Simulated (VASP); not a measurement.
# SbPt (P6_3/mmc) in VASP: notebook, part 2 of 2

VASP 6.6.1. Earlier steps stand in the parts before.

## Step 3: Single point, PBEsol

This run uses another cell than the first one, of 20.50 Å³/atom, 1.020 times its volume.

Input file INCAR:

```
SYSTEM = SbPt
ALGO = Normal
EDIFF = 1E-7
ENCUT = 520
GGA = PS
ISIF = 2
ISMEAR = -1
LASPH = .True.
LCHARG = .True.
LELF = .True.
LREAL = .False.
LVHAR = .True.
LWAVE = .False.
NBANDS = 23
NELM = 60
PREC = Accurate
SIGMA = 0.05
```

Input file KPOINTS:

```
k-points
0
Gamma
  8 8 5
  0 0 0
```

Input file POSCAR:

```
SbPt
1.0
    4.1472855634      0.0000000000      0.0000000000
   -2.0736427817      3.5916546547      0.0000000000
    0.0000000000      0.0000000000      5.5062262213
Pt Sb
2 2
Direct
    0.0000000000      0.0000000000      0.5000000000
    0.0000000000      0.0000000000      0.0000000000
    0.6666666667      0.3333333333      0.7500000000
    0.3333333333      0.6666666667      0.2500000000
```

Potentials or basis: VASP PAW PBE potentials, release 64 (Pt, Sb).

On the command line:

```bash
$ cat potpaw_PBE.64/Pt/POTCAR potpaw_PBE.64/Sb/POTCAR > POTCAR
$ mpirun -np 1 vasp_std > vasp.out
```

OUTCAR:

```text
SYSTEM = SbPt
   EDIFF = 1E-7
   ENCUT = 520
   GGA = PS
   ISIF = 2
   ISMEAR = -1
   LASPH = .True.
   LREAL = .False.
   NELM = 60
   PREC = Accurate

 ion  position               nearest neighbor table
   1  0.000  0.000  0.500-   2 2.75   2 2.75   4 2.76   3 2.76   3 2.76   4 2.76   3 2.76   4 2.76

   2  0.000  0.000  0.000-   1 2.75   1 2.75   4 2.76   3 2.76   3 2.76   4 2.76   3 2.76   4 2.76

   3  0.667  0.333  0.750-   1 2.76   2 2.76   1 2.76   2 2.76   1 2.76   2 2.76   4 3.65   4 3.65
                             4 3.65   4 3.65   4 3.65   4 3.65
   4  0.333  0.667  0.250-   1 2.76   2 2.76   1 2.76   2 2.76   1 2.76   2 2.76   3 3.65   3 3.65
                             3 3.65   3 3.65   3 3.65   3 3.65

  LATTYP: Found a hexagonal cell.
 ALAT       =     4.1472855634
 C/A-ratio  =     1.3276699029

  Lattice vectors:

 A1 = (   4.1472855634,   0.0000000000,   0.0000000000)
 A2 = (  -2.0736427817,   3.5916546547,   0.0000000000)
 A3 = (   0.0000000000,   0.0000000000,   5.5062262213)

Analysis of symmetry for initial positions (statically):
=====================================================================
 Subroutine PRICEL returns:
 Original cell was already a primitive cell.

 Routine SETGRP: Setting up the symmetry group for a
 hexagonal supercell.

 Subroutine GETGRP returns: Found 24 space group operations
 (whereof 12 operations were pure point group operations)
 out of a pool of 24 trial point group operations.

The static configuration has the point symmetry D_3d.
 The point group associated with its full space group is D_6h.

Analysis of symmetry for dynamics (positions and initial velocities):
=====================================================================
 Subroutine PRICEL returns:
 Original cell was already a primitive cell.

 Routine SETGRP: Setting up the symmetry group for a
 hexagonal supercell.

 Subroutine GETGRP returns: Found 24 space group operations
 (whereof 12 operations were pure point group operations)
 out of a pool of 24 trial point group operations.

The dynamic configuration has the point symmetry D_3d.
 The point group associated with its full space group is D_6h.

 Subroutine INISYM returns: Found 24 space group operations
 (whereof 12 operations are pure point group operations),
 and found     1 'primitive' translations

----------------------------------------------------------------------------------------

                                     Primitive cell

  volume of cell :      82.0186

  direct lattice vectors                    reciprocal lattice vectors
     4.147285563  0.000000000  0.000000000     0.241121568  0.139211602  0.000000000
    -2.073642782  3.591654655  0.000000000     0.000000000  0.278423205  0.000000000
     0.000000000  0.000000000  5.506226221     0.000000000  0.000000000  0.181612589

  length of vectors
     4.147285563  4.147285563  5.506226221     0.278423205  0.278423205  0.181612589

  position of ions in fractional coordinates (direct lattice)
     0.000000000  0.000000000  0.500000000
     0.000000000  0.000000000  0.000000000
     0.666666667  0.333333333  0.750000000
     0.333333333  0.666666667  0.250000000

  ion indices of the primitive-cell ions
   primitive index   ion index
                 1           1
[... 27 lines left out ...]

 Found     30 irreducible k-points:

 Following reciprocal coordinates:
            Coordinates               Weight
  0.000000  0.000000  0.000000      1.000000
  0.125000 -0.000000  0.000000      6.000000
  0.250000 -0.000000  0.000000      6.000000
  0.375000  0.000000  0.000000      6.000000
  0.500000 -0.000000  0.000000      3.000000
  0.125000  0.125000  0.000000      6.000000
[... 16 lines left out ...]
  0.250000 -0.000000  0.400000     12.000000
  0.375000  0.000000  0.400000     12.000000
 [... further k-points ...]
   k-points           NKPTS =     30   k-points in BZ     NKDIM =     30   number of bands    NBANDS=     23
   number of dos      NEDOS =    301   number of ions     NIONS =      4
   total plane-waves  NPLWV =  43008
   dimension x,y,z NGX =    32 NGY =   32 NGZ =   42
   dimension x,y,z NGXF=    64 NGYF=   64 NGZF=   84
   ions per type =               2   2
   NGX,Y,Z   is equivalent  to a cutoff of  12.83, 12.83, 12.68 a.u.
   NGXF,Y,Z  is equivalent  to a cutoff of  25.65, 25.65, 25.36 a.u.
 SYSTEM =  SbPt
   PREC   = accura    normal or accurate (medium, high low for compatibility)
   ISTART =      0    job   : 0-new  1-cont  2-samecut
   ICHARG =      2    charge: 1-file 2-atom 10-const
   ISPIN  =      1    spin polarized calculation?
   LNONCOLLINEAR =      F non collinear calculations
   LSORBIT =      F    spin-orbit coupling
   LASPH  =      T    aspherical Exc in radial PAW
   ENCUT  =  520.0 eV  38.22 Ry    6.18 a.u.   7.71  7.71 10.24*2*pi/ulx,y,z
   NELM   =     60;   NELMIN=  2; NELMDL= -5     # of ELM steps
   EDIFF  = 0.1E-06   stopping-criterion for ELM
   LREAL  =      F    real-space projection
   EDIFFG = 0.1E-05   stopping-criterion for IOM
   NSW    =      0    number of steps for IOM
   IBRION =     -1    ionic relax: 0-MD 1-quasi-New 2-CG
   NFREE  =      0    steps in history (QN), initial steepest desc. (CG)
   ISIF   =      2    stress and relaxation
   ISYM   =      2    0-nonsym 1-usesym 2-fastsym
   POTIM  = 0.5000    time-step for ionic-motion
   TEBEG  =    0.0;   TEEND  =   0.0 temperature during run
   PSTRESS=    0.0 pullay stress
   NELECT =      30.0000    total number of electrons
   NUPDOWN=      -1.0000    fix difference up-down
   EMIN   =  10.00;   EMAX   =-10.00  energy-range for DOS
   EFERMI =   0.00;   METHOD = LEGACY
   ISMEAR =    -1;   SIGMA  =   0.05  broadening in eV -4-tet -1-fermi 0-gaus
   EFERMI_NEDOS =   21; number of points for ismear=-14 and -15
   IALGO  =     38    algorithm
   IMIX   =      4    mixing-type and parameters
     AMIX     =   0.40;   BMIX     =  1.00
     AMIX_MAG =   1.60;   BMIX_MAG =  1.00
  volume/ion in A,a.u.               =      20.50       138.37
  Fermi-wavevector in a.u.,A,eV,Ry     =   1.170787  2.212466 18.650066  1.370741
  Thomas-Fermi vector in A             =   2.307240
   LORBIT       =      0    0 simple, 1 ext, 2 COOP (PROOUT), +10 PAW based schemes
   GGA     = PS    functional components
   LHFCALC =     F    Hartree Fock is set to
   AEXX    =    0.0000 exact exchange contribution
   IVDW    =     0    specifies the selected vdW correction
   LEPSILON=     F    determine dielectric tensor
   LRPA    =     F    only Hartree local field effects (RPA)
 non-spin polarized calculation
  energy-cutoff  :      520.00
  volume of cell :       82.02
 maximum number of plane-waves:      2252
 NGX is ok and might be reduce to    32
   NGX = 15   NGY = 15   NGZ = 21

 number of electron      30.0000003 magnetization

 Free energy of the ion-electron system (eV)
  ---------------------------------------------------
  ext. energy  EPLUGINS =         0.00000000
  ---------------------------------------------------
  free energy    TOTEN  =       -24.72823546 eV

  energy without entropy =      -24.70467663  energy(sigma->0) =      -24.71645605

 E-fermi :   9.8205     XC(G=0): -11.5300

 val. band max:        9.8141290521   @ k =   0.5000  -0.0000   0.2000
 cond. band min:       9.8559005143   @ k =   0.2500  -0.0000   0.0000
 fundamental gap:      0.0417714622
 Fermi energy:         9.8204615903

 k-point     1 :       0.0000    0.0000    0.0000
  band No.  band energies     occupation
      1      -3.0276      2.00000
      2       0.8326      2.00000
      3       2.8609      2.00000
      4       3.8927      2.00000
      5       3.8927      2.00000
      6       3.9959      2.00000
[... 613 lines left out ...]
     22      18.0147      0.00000
     23      18.3775      0.00000

 [... further k-points ...]

------------------------ aborting loop because EDIFF is reached ----------------------------------------

  FORCE on cell =-STRESS in cart. coord.  units (eV):
  Direction    XX          YY          ZZ          XY          YZ          ZX
  --------------------------------------------------------------------------------------
  -------------------------------------------------------------------------------------
  Total        0.4220131      0.4220131     -0.1084070     -0.0000000      0.0000000      0.0000000
  in kB        8.2437346      8.2437346     -2.1176560     -0.0000000      0.0000000      0.0000000
  external PRESSURE =       4.7899377 kB  Pullay stress =       0.0000000 kB

 VOLUME and BASIS-vectors are now :
 -----------------------------------------------------------------------------
  energy-cutoff  :      520.00
  volume of cell :       82.02
      direct lattice vectors                 reciprocal lattice vectors
     4.147285563  0.000000000  0.000000000     0.241121568  0.139211602  0.000000000
    -2.073642782  3.591654655  0.000000000     0.000000000  0.278423205  0.000000000
     0.000000000  0.000000000  5.506226221     0.000000000  0.000000000  0.181612589

 POSITION                                       TOTAL-FORCE (eV/Angst)
 -----------------------------------------------------------------------------------
      0.00000      0.00000      2.75311         0.000000      0.000000     -0.000000
      0.00000      0.00000      0.00000         0.000000      0.000000     -0.000000
      2.07364      1.19722      4.12967        -0.000000      0.000000     -0.000000
     -0.00000      2.39444      1.37656         0.000000     -0.000000      0.000000
 -----------------------------------------------------------------------------------
    total drift:                                0.000000     -0.000000      0.000000

  FREE ENERGIE OF THE ION-ELECTRON SYSTEM (eV)
  ---------------------------------------------------
  free  energy   TOTEN  =       -24.7282354629 eV

  energy  without entropy=      -24.7046766289  energy(sigma->0) =      -24.71645605
```

OSZICAR:

```text
N       E                     dE             d eps       ncg     rms          rms(c)
DAV:   1     0.163496567860E+03    0.16350E+03   -0.12465E+04  1380   0.114E+03
DAV:   2    -0.185471436444E+02   -0.18204E+03   -0.16906E+03  1648   0.227E+02
DAV:   3    -0.253096971145E+02   -0.67626E+01   -0.66150E+01  1684   0.464E+01
DAV:   4    -0.253810428150E+02   -0.71346E-01   -0.71317E-01  1535   0.526E+00
DAV:   5    -0.253821177862E+02   -0.10750E-02   -0.10749E-02  1689   0.679E-01    0.135E+01
DAV:   6    -0.248649663532E+02    0.51715E+00   -0.18817E+00  1513   0.105E+01    0.674E+00
DAV:   7    -0.247593459759E+02    0.10562E+00   -0.21363E-01  1443   0.360E+00    0.357E+00
DAV:   8    -0.247287155253E+02    0.30630E-01   -0.76821E-02  1548   0.192E+00    0.335E-01
DAV:   9    -0.247283711612E+02    0.34436E-03   -0.19583E-03  1583   0.272E-01    0.212E-01
DAV:  10    -0.247282391351E+02    0.13203E-03   -0.79713E-04  1499   0.161E-01    0.398E-02
DAV:  11    -0.247282349191E+02    0.42160E-05   -0.24234E-05  1675   0.342E-02    0.196E-02
DAV:  12    -0.247282363313E+02   -0.14122E-05   -0.24208E-06  1549   0.934E-03    0.880E-03
DAV:  13    -0.247282354866E+02    0.84473E-06   -0.40316E-07  1646   0.363E-03    0.181E-03
DAV:  14    -0.247282354629E+02    0.23693E-07   -0.44647E-08  1062   0.128E-03
   1 F= -.24728235E+02 E0= -.24716456E+02  d E =-.235588E-01
```

It took 38 s on 1 thread of Intel Xeon Platinum 8375C at 2.90GHz (Ice Lake), shared host; peak memory 0.22 GiB.

What came out:

- Free energy: -24.7282 eV
- Pressure: 0.5 GPa
- Band gap on the k mesh: zero (band 15 reaches 11.61 eV, above the bottom of band 16 at 8.65 eV)

Caveat: the PAW data sets were made with another functional, which shifts forces and pressure a little; spin-orbit coupling is left out, which moves the levels of the heavy elements.
